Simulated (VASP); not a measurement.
# GaN (P6_3mc) in VASP: a series of runs

The runs below take GaN through single point, with r2SCAN.

Everything below comes from runs of VASP 6.6.1. Logs are shortened: lines on timing, memory, paths and dates and some standing lists are left out, and cuts for length are marked.

**1. The cell of the first run**

Symmetry: P6_3mc, No. 186, hexagonal system. The conventional cell has a = 3.357 Å, b = 3.357 Å, c = 4.636 Å, α = 90.00°, β = 90.00°, γ = 120.00°. Within 2.3 Å of Ga (site symmetry 3m) lie 4 N at 1.74 to 2.02 Å. N (site symmetry 3m) has 4 Ga at 1.74 to 2.02 Å within 2.3 Å.

**2. Single point, r2SCAN**

File POSCAR:

```
GaN
1.0
    3.3570213121      0.0000000000      0.0000000000
   -1.6785106561      2.9072657373      0.0000000000
    0.0000000000      0.0000000000      4.6355402067
Ga N
2 2
Direct
    0.3333333333      0.6666666667      0.0000000000
    0.6666666667      0.3333333333      0.5000000000
    0.3333333333      0.6666666667      0.3750000000
    0.6666666667      0.3333333333      0.8750000000
```

File INCAR.step1:

```
  PREC = Accurate
  ENCUT = 520
  ISMEAR = 0
  SIGMA = 0.05
  LREAL = False
  LASPH = True
  NELM = 100
  NBANDS = 26
  GGA = PE
  ALGO = Normal
  EDIFF = 1E-4
  LWAVE = True
  LCHARG = False
```

File INCAR.step2:

```
  PREC = Accurate
  ENCUT = 520
  EDIFF = 1E-6
  ISMEAR = 0
  SIGMA = 0.05
  LREAL = False
  LASPH = True
  NELM = 100
  ALGO = Normal
  ISIF = 2
  LWAVE = False
  LCHARG = True
  METAGGA = R2SCAN
  LMIXTAU = True
  LELF = True
  LVHAR = True
  NBANDS = 26
  ISTART = 1
```

File KPOINTS:

```
regular mesh
0
Gamma
  12 12 6
```

Potentials or basis: VASP PAW PBE potentials, release 64 (Ga_d, N).

On the command line:

```bash
> cat potpaw_PBE.64/Ga_d/POTCAR potpaw_PBE.64/N/POTCAR > POTCAR
> cp INCAR.step1 INCAR
> mpirun -np 1 vasp_std > vasp.out
> cp INCAR.step2 INCAR
> mpirun -np 1 vasp_std > vasp.out
```

OUTCAR:

```text
PREC = Accurate
   ENCUT = 520
   EDIFF = 1E-6
   ISMEAR = 0
   LREAL = False
   LASPH = True
   NELM = 100
   ISIF = 2
   METAGGA = R2SCAN
   ISTART = 1

 ion  position               nearest neighbor table
   1  0.333  0.667  0.000-   3 1.74   4 2.02   4 2.02   4 2.02
   2  0.667  0.333  0.500-   4 1.74   3 2.02   3 2.02   3 2.02
   3  0.333  0.667  0.375-   1 1.74   2 2.02   2 2.02   2 2.02
   4  0.667  0.333  0.875-   2 1.74   1 2.02   1 2.02   1 2.02

  LATTYP: Found a hexagonal cell.
 ALAT       =     3.3570213121
 C/A-ratio  =     1.3808492040

  Lattice vectors:

 A1 = (   3.3570213121,   0.0000000000,   0.0000000000)
 A2 = (  -1.6785106561,   2.9072657373,   0.0000000000)
 A3 = (   0.0000000000,   0.0000000000,   4.6355402067)

Analysis of symmetry for initial positions (statically):
=====================================================================
 Subroutine PRICEL returns:
 Original cell was already a primitive cell.

 Routine SETGRP: Setting up the symmetry group for a
 hexagonal supercell.

 Subroutine GETGRP returns: Found 12 space group operations
 (whereof  6 operations were pure point group operations)
 out of a pool of 24 trial point group operations.

The static configuration has the point symmetry C_3v.
 The point group associated with its full space group is C_6v.

Analysis of symmetry for dynamics (positions and initial velocities):
=====================================================================
 Subroutine PRICEL returns:
 Original cell was already a primitive cell.

 Routine SETGRP: Setting up the symmetry group for a
 hexagonal supercell.

 Subroutine GETGRP returns: Found 12 space group operations
 (whereof  6 operations were pure point group operations)
 out of a pool of 24 trial point group operations.

The dynamic configuration has the point symmetry C_3v.
 The point group associated with its full space group is C_6v.

 Subroutine INISYM returns: Found 12 space group operations
 (whereof  6 operations are pure point group operations),
 and found     1 'primitive' translations

----------------------------------------------------------------------------------------

                                     Primitive cell

  volume of cell :      45.2417

  direct lattice vectors                    reciprocal lattice vectors
[... 82 lines left out ...]
   PREC   = accura    normal or accurate (medium, high low for compatibility)
   ISTART =      1    job   : 0-new  1-cont  2-samecut
   ICHARG =      0    charge: 1-file 2-atom 10-const
   ISPIN  =      1    spin polarized calculation?
   LNONCOLLINEAR =      F non collinear calculations
   LSORBIT =      F    spin-orbit coupling
   LASPH  =      T    aspherical Exc in radial PAW
   ENCUT  =  520.0 eV  38.22 Ry    6.18 a.u.   6.24  6.24  8.62*2*pi/ulx,y,z
   NELM   =    100;   NELMIN=  2; NELMDL=  0     # of ELM steps
   EDIFF  = 0.1E-05   stopping-criterion for ELM
   LREAL  =      F    real-space projection
[... 7 lines left out ...]
   TEBEG  =    0.0;   TEEND  =   0.0 temperature during run
   PSTRESS=    0.0 pullay stress
   NELECT =      36.0000    total number of electrons
   NUPDOWN=      -1.0000    fix difference up-down
   EMIN   =  10.00;   EMAX   =-10.00  energy-range for DOS
   EFERMI =   0.00;   METHOD = LEGACY
   ISMEAR =     0;   SIGMA  =   0.05  broadening in eV -4-tet -1-fermi 0-gaus
   EFERMI_NEDOS =   21; number of points for ismear=-14 and -15
   IALGO  =     38    algorithm
   IMIX   =      4    mixing-type and parameters
     AMIX     =   0.40;   BMIX     =  1.00
     AMIX_MAG =   1.60;   BMIX_MAG =  1.00
  volume/ion in A,a.u.               =      11.31        76.33
  Fermi-wavevector in a.u.,A,eV,Ry     =   1.517036  2.866783 31.312431  2.301399
  Thomas-Fermi vector in A             =   2.626346
   LORBIT       =      0    0 simple, 1 ext, 2 COOP (PROOUT), +10 PAW based schemes
   METAGGA = R2SCAN    functional components
   LHFCALC =     F    Hartree Fock is set to
   AEXX    =    0.0000 exact exchange contribution
   IVDW    =     0    specifies the selected vdW correction
   LEPSILON=     F    determine dielectric tensor
   LRPA    =     F    only Hartree local field effects (RPA)
 non-spin polarized calculation
 Gauss-broadening in eV      SIGMA  =   0.05
  energy-cutoff  :      520.00
  volume of cell :       45.24
 maximum number of plane-waves:      1241
 NGX is ok and might be reduce to    28

 number of electron      36.0000010 magnetization

 Free energy of the ion-electron system (eV)
  ---------------------------------------------------
  ext. energy  EPLUGINS =         0.00000000
  ---------------------------------------------------
  free energy    TOTEN  =       -42.61237003 eV

  energy without entropy =      -42.61237003  energy(sigma->0) =      -42.61237003

 E-fermi :   5.4472     XC(G=0): -12.6642

 val. band max:        5.2127411385   @ k =   0.0000   0.0000   0.0000
 cond. band min:       7.4687513702   @ k =   0.0000   0.0000   0.0000
 fundamental gap:      2.2560102317
 Fermi energy:         5.4472054371

 k-point     1 :       0.0000    0.0000    0.0000
  band No.  band energies     occupation
      1     -11.9060      2.00000
      2     -10.7829      2.00000
      3      -8.6903      2.00000
      4      -8.6903      2.00000
      5      -8.6750      2.00000
      6      -8.5638      2.00000
[... 685 lines left out ...]
     25      17.9578      0.00000
     26      18.5011      0.00000

 [... further k-points ...]

------------------------ aborting loop because EDIFF is reached ----------------------------------------

  FORCE on cell =-STRESS in cart. coord.  units (eV):
  Direction    XX          YY          ZZ          XY          YZ          ZX
  --------------------------------------------------------------------------------------
  -------------------------------------------------------------------------------------
  Total       -4.3095481     -4.3095481     18.2646096      0.0000000      0.0000000      0.0000000
  in kB     -152.6170775   -152.6170775    646.8175508      0.0000000      0.0000000      0.0000000
  external PRESSURE =     113.8611319 kB  Pullay stress =       0.0000000 kB

 VOLUME and BASIS-vectors are now :
 -----------------------------------------------------------------------------
  energy-cutoff  :      520.00
  volume of cell :       45.24
      direct lattice vectors                 reciprocal lattice vectors
     3.357021312  0.000000000  0.000000000     0.297883125  0.171982903  0.000000000
    -1.678510656  2.907265737  0.000000000     0.000000000  0.343965805  0.000000000
     0.000000000  0.000000000  4.635540207     0.000000000  0.000000000  0.215724588

 POSITION                                       TOTAL-FORCE (eV/Angst)
 -----------------------------------------------------------------------------------
     -0.00000      1.93818      0.00000         0.000000      0.000000     -3.711514
      1.67851      0.96909      2.31777        -0.000000     -0.000000     -3.711514
     -0.00000      1.93818      1.73833         0.000000      0.000000      3.711514
      1.67851      0.96909      4.05610        -0.000000     -0.000000      3.711514
 -----------------------------------------------------------------------------------
    total drift:                                0.000000      0.000001      0.024745

  FREE ENERGIE OF THE ION-ELECTRON SYSTEM (eV)
  ---------------------------------------------------
  free  energy   TOTEN  =       -42.6123700275 eV

  energy  without entropy=      -42.6123700275  energy(sigma->0) =      -42.61237003
```

OUTCAR.step1:

```text
PREC = Accurate
   ENCUT = 520
   ISMEAR = 0
   LREAL = False
   LASPH = True
[... 927 lines left out ...]
     -0.00000      1.93818      0.00000         0.000000     -0.000000     -3.627232
      1.67851      0.96909      2.31777        -0.000000      0.000000     -3.627232
     -0.00000      1.93818      1.73833        -0.000000      0.000000      3.627232
      1.67851      0.96909      4.05610         0.000000     -0.000000      3.627232
 -----------------------------------------------------------------------------------
    total drift:                               -0.000000     -0.000000     -0.002751

  FREE ENERGIE OF THE ION-ELECTRON SYSTEM (eV)
  ---------------------------------------------------
  free  energy   TOTEN  =       -23.1182337157 eV

  energy  without entropy=      -23.1182337157  energy(sigma->0) =      -23.11823372
```

Wall time 2.4 min (1 thread of Intel Xeon 6975P-C (Granite Rapids), shared host); peak memory 0.22 GiB.

What came out:

| Item | Value |
| --- | --- |
| Free energy | -42.6124 eV |
| Pressure | 11.4 GPa |
| Largest force | 3.712 eV/Å |
| Band gap on the k mesh | 2.26 eV |

Forces on the atoms (eV/Å):
```
Ga   0.000  0.000 -3.712
Ga   0.000  0.000 -3.712
N    0.000  0.000  3.712
N    0.000  0.000  3.712
```

Levels at points of the mesh, in eV from the valence-band top:
```
           k point  band 14  band 15  band 16  band 17  band 18  band 19  band 20  band 21  band 22  band 23
(0.00, 0.00, 0.00)    -1.94    -1.94    -0.15    -0.15     0.00     2.26     3.31     9.26     9.26    11.18
(0.50, 0.00, 0.00)    -4.61    -4.49    -3.58    -2.46    -0.72     4.43     6.11     7.53     9.16    10.64
(0.00, 0.00, 0.50)    -3.38    -1.05    -1.05    -1.05    -1.05     4.26     4.26     9.74     9.74     9.74
(0.50, 0.00, 0.50)    -6.80    -2.29    -2.29    -1.38    -1.38     4.97     4.97     8.95     8.95    11.20
```

Caveat: the stress differs along the axes, from -15 to 65 GPa; the PAW data sets were made with another functional, which shifts forces and pressure a little.

**3. Single point, r2SCAN**

This run uses another cell than the first one, of the same volume but with other edges.

File POSCAR:

```
GaN
1.0
    2.9924942523      0.0000000000      0.0000000000
   -1.4962471262      2.5915760432      0.0000000000
    0.0000000000      0.0000000000      5.8336705502
Ga N
2 2
Direct
    0.3333333333      0.6666666667      0.0000000000
    0.6666666667      0.3333333333      0.5000000000
    0.3333333333      0.6666666667      0.3750000000
    0.6666666667      0.3333333333      0.8750000000
```

File INCAR.step1:

```
PREC = Accurate
ENCUT = 520
ISMEAR = 0
SIGMA = 0.05
LREAL = False
LASPH = True
NELM = 100
NBANDS = 26
GGA = PE
ALGO = Normal
EDIFF = 1E-4
LWAVE = True
LCHARG = False
```

File INCAR.step2:

```
PREC = Accurate
ENCUT = 520
EDIFF = 1E-7
ISMEAR = 0
SIGMA = 0.05
LREAL = False
LASPH = True
NELM = 100
ALGO = Normal
ISIF = 2
LWAVE = False
LCHARG = False
METAGGA = R2SCAN
LMIXTAU = True
NBANDS = 26
ISTART = 1
```

File KPOINTS:

```
Automatic mesh
0
Gamma
  12 12 6
```

Potentials or basis: VASP PAW PBE potentials, release 64 (Ga_d, N).

On the command line:

```bash
> cat potpaw_PBE.64/Ga_d/POTCAR potpaw_PBE.64/N/POTCAR > POTCAR
> cp INCAR.step1 INCAR
> mpirun -np 1 vasp_std > vasp.out
> cp INCAR.step2 INCAR
> mpirun -np 1 vasp_std > vasp.out
```

Wall time 2.2 min (1 thread of Intel Xeon 6975P-C (Granite Rapids), shared host); peak memory 0.22 GiB.

It converged, with:

| Property | Result |
| --- | --- |
| Free energy | -42.7079 eV |
| Pressure | 10.3 GPa |
| Largest force | 0.721 eV/Å |
| Band gap on the k mesh | 0.95 eV |

Forces on the atoms (eV/Å):
```
Ga   0.000  0.000  0.721
Ga   0.000  0.000  0.721
N    0.000  0.000 -0.721
N    0.000  0.000 -0.721
```

Stress tensor (GPa, compression positive):
```
 31.31   0.00   0.00
  0.00  31.31   0.00
  0.00   0.00 -31.75
```

Levels at points of the mesh, in eV from the valence-band top:
| k point | band 15 | band 16 | band 17 | band 18 | band 19 | band 20 | band 21 | band 22 |
| --- | --- | --- | --- | --- | --- | --- | --- | --- |
| (0.00, 0.00, 0.00) | -0.54 | -0.54 | 0.00 | 0.00 | 0.95 | 6.11 | 8.50 | 9.44 |
| (0.50, 0.00, 0.00) | -4.37 | -2.50 | -2.43 | -1.42 | 4.83 | 5.47 | 6.22 | 7.61 |
| (0.00, 0.00, 0.50) | -0.28 | -0.28 | -0.28 | -0.28 | 4.57 | 4.57 | 8.53 | 8.53 |
| (0.50, 0.00, 0.50) | -2.76 | -2.76 | -1.96 | -1.96 | 3.84 | 3.84 | 7.98 | 7.98 |

Caveat: the stress differs along the axes, from -32 to 31 GPa; the PAW data sets were made with another functional, which shifts forces and pressure a little.

**4. Single point, r2SCAN**

This run uses another cell than the first one, of the same volume but with other edges.

File POSCAR:

```
GaN
1.0
    3.2696238891      0.0000000000      0.0000000000
   -1.6348119446      2.8315773488      0.0000000000
    0.0000000000      0.0000000000      4.8866693426
Ga N
2 2
Direct
    0.3333333333      0.6666666667      0.0000000000
    0.6666666667      0.3333333333      0.5000000000
    0.3333333333      0.6666666667      0.3750000000
    0.6666666667      0.3333333333      0.8750000000
```

File INCAR.step1:

```
PREC     = Accurate       # precision mode
ENCUT    = 520            # plane-wave cutoff, eV
ISMEAR   = 0              # smearing method
SIGMA    = 0.05           # smearing width, eV
LREAL    = F              # projectors in reciprocal space
LASPH    = T              # aspherical terms in the spheres
NELM     = 80             # most SCF steps
NBANDS   = 26             # bands
GGA      = PE             # functional
ALGO     = Normal         # electronic algorithm
EDIFF    = 1E-4           # SCF threshold, eV
LWAVE    = T              # write WAVECAR
LCHARG   = F              # write CHGCAR
```

File INCAR.step2:

```
PREC     = Accurate       # precision mode
ENCUT    = 520            # plane-wave cutoff, eV
EDIFF    = 1E-6           # SCF threshold, eV
ISMEAR   = 0              # smearing method
SIGMA    = 0.05           # smearing width, eV
LREAL    = F              # projectors in reciprocal space
LASPH    = T              # aspherical terms in the spheres
NELM     = 80             # most SCF steps
ALGO     = Normal         # electronic algorithm
ISIF     = 2              # what is computed and relaxed
LWAVE    = F              # write WAVECAR
LCHARG   = F              # write CHGCAR
METAGGA  = R2SCAN         # meta-GGA
LMIXTAU  = T            
NBANDS   = 26             # bands
ISTART   = 1
```

File KPOINTS:

```
regular mesh
0
Gamma
  12 12 6
```

On the command line:

```bash
> cat potpaw_PBE.64/Ga_d/POTCAR potpaw_PBE.64/N/POTCAR > POTCAR
> cp INCAR.step1 INCAR
> mpirun -np 1 vasp_std > vasp.out
> cp INCAR.step2 INCAR
> mpirun -np 1 vasp_std > vasp.out
```

Wall time 94 s (1 thread of Intel Xeon 6975P-C (Granite Rapids), shared host); peak memory 0.21 GiB.

Results (log left out):

| Quantity | Value |
| --- | --- |
| Free energy | -43.4965 eV |
| Pressure | 4.6 GPa |
| Largest force | 1.515 eV/Å |
| Band gap on the k mesh | 2.33 eV |

Forces on the atoms (eV/Å):
```
Ga   0.000  0.000 -1.515
Ga   0.000  0.000 -1.515
N    0.000  0.000  1.515
N    0.000  0.000  1.515
```

Stress tensor (GPa, compression positive):
```
-8.60  0.00  0.00
 0.00 -8.60  0.00
 0.00  0.00 30.93
```

Levels at points of the mesh, in eV from the valence-band top:
```
           k point  band 14  band 15  band 16  band 17  band 18  band 19  band 20  band 21  band 22  band 23
(0.00, 0.00, 0.00)    -1.56    -1.56    -0.13    -0.13     0.00     2.33     3.99     9.83     9.83    10.56
(0.50, 0.00, 0.00)    -5.05    -4.49    -3.27    -2.41    -0.93     4.94     6.12     7.03     9.37    10.75
(0.00, 0.00, 0.50)    -3.66    -0.86    -0.86    -0.86    -0.86     4.43     4.43     9.70     9.70    10.35
(0.50, 0.00, 0.50)    -6.81    -2.21    -2.21    -1.73    -1.73     4.95     4.95     8.69     8.69    10.88
```

Caveat: the stress differs along the axes, from -9 to 31 GPa; the PAW data sets were made with another functional, which shifts forces and pressure a little.

**5. Single point, r2SCAN**

This run uses another cell than the first one, of the same volume but with other edges.

File POSCAR:

```
GaN
1.0
    3.0805588647      0.0000000000      0.0000000000
   -1.5402794324      2.6678422346      0.0000000000
    0.0000000000      0.0000000000      5.5049011551
Ga N
2 2
Direct
    0.3333333333      0.6666666667      0.0000000000
    0.6666666667      0.3333333333      0.5000000000
    0.3333333333      0.6666666667      0.3750000000
    0.6666666667      0.3333333333      0.8750000000
```

File INCAR.step1:

```
SYSTEM = GaN
  PREC = Accurate
  ENCUT = 520
  ISMEAR = 0
  SIGMA = 0.05
  LREAL = .FALSE.
  LASPH = .TRUE.
  NELM = 80
  NBANDS = 26
  GGA = PE
  ALGO = Normal
  EDIFF = 1E-4
  LWAVE = .TRUE.
  LCHARG = .FALSE.
```

File INCAR.step2:

```
SYSTEM = GaN
  PREC = Accurate
  ENCUT = 520
  EDIFF = 1E-6
  ISMEAR = 0
  SIGMA = 0.05
  LREAL = .FALSE.
  LASPH = .TRUE.
  NELM = 80
  ALGO = Normal
  ISIF = 2
  LWAVE = .FALSE.
  LCHARG = .TRUE.
  METAGGA = R2SCAN
  LMIXTAU = .TRUE.
  LELF = .TRUE.
  LVHAR = .TRUE.
  NBANDS = 26
  ISTART = 1
```

File KPOINTS:

```
regular mesh
0
G
  12 12 6
  0 0 0
```

On the command line:

```bash
> cat potpaw_PBE.64/Ga_d/POTCAR potpaw_PBE.64/N/POTCAR > POTCAR
> cp INCAR.step1 INCAR
> mpirun -np 1 vasp_std > vasp.out
> cp INCAR.step2 INCAR
> mpirun -np 1 vasp_std > vasp.out
```

Run time: 1.9 min. Hardware: 1 thread of Intel Xeon 6975P-C (Granite Rapids), shared host; peak memory 0.21 GiB.

It converged, with:

- Free energy: -43.5160 eV
- Pressure: 4.3 GPa
- Largest force: 0.585 eV/Å
- Band gap on the k mesh: 1.88 eV

Forces in eV/Å, atoms in the order of the input:
```
Ga   0.000  0.000  0.585
Ga   0.000  0.000  0.585
N    0.000  0.000 -0.585
N    0.000  0.000 -0.585
```

Stress tensor (GPa, compression positive):
```
 15.79   0.00   0.00
  0.00  15.79   0.00
  0.00   0.00 -18.74
```

Levels at points of the mesh, in eV from the valence-band top:
| k point | band 14 | band 15 | band 16 | band 17 | band 18 | band 19 | band 20 | band 21 | band 22 | band 23 |
| --- | --- | --- | --- | --- | --- | --- | --- | --- | --- | --- |
| (0.00, 0.00, 0.00) | -0.77 | -0.77 | -0.50 | 0.00 | 0.00 | 1.88 | 5.61 | 9.18 | 10.06 | 11.37 |
| (0.50, 0.00, 0.00) | -5.90 | -4.36 | -2.61 | -2.37 | -1.24 | 5.72 | 5.90 | 6.06 | 8.63 | 10.52 |
| (0.00, 0.00, 0.50) | -4.56 | -0.40 | -0.40 | -0.40 | -0.40 | 4.89 | 4.89 | 8.70 | 8.70 | 11.86 |
| (0.50, 0.00, 0.50) | -6.89 | -2.40 | -2.40 | -1.97 | -1.97 | 4.45 | 4.45 | 8.21 | 8.21 | 10.51 |

Caveat: the stress differs along the axes, from -19 to 16 GPa; the PAW data sets were made with another functional, which shifts forces and pressure a little.

**6. Overview**

| cell | gap on the mesh (eV) | pressure (GPa) | largest force (eV/Å) |
| --- | --- | --- | --- |
| a = 3.357, b = 3.357, c = 4.636 Å, angles 90.0, 90.0, 120.0°, 4 atoms | 2.26 | 11.4 | 3.71 |
| a = 2.992, b = 2.992, c = 5.834 Å, angles 90.0, 90.0, 120.0°, 4 atoms | 0.95 | 10.3 | 0.72 |
| a = 3.270, b = 3.270, c = 4.887 Å, angles 90.0, 90.0, 120.0°, 4 atoms | 2.33 | 4.6 | 1.51 |
| a = 3.081, b = 3.081, c = 5.505 Å, angles 90.0, 90.0, 120.0°, 4 atoms | 1.88 | 4.3 | 0.59 |

Alike in all rows: task single point; level r2SCAN; potentials or basis VASP PAW PBE potentials, release 64 (Ga_d, N); no spin polarisation; k mesh 12 × 12 × 6; cutoff (eV) 520; smearing gaussian 0.05 eV.

Caveats: the PAW data sets were made with another functional, which shifts forces and pressure a little; the stress differs along the axes, from -15 to 65 GPa (at least some runs); the stress differs along the axes, from -32 to 31 GPa (at least some runs); the stress differs along the axes, from -9 to 31 GPa (at least some runs); the stress differs along the axes, from -19 to 16 GPa (at least some runs).

Total energies depend on the potentials used, so only differences within one code and one set of settings carry meaning.
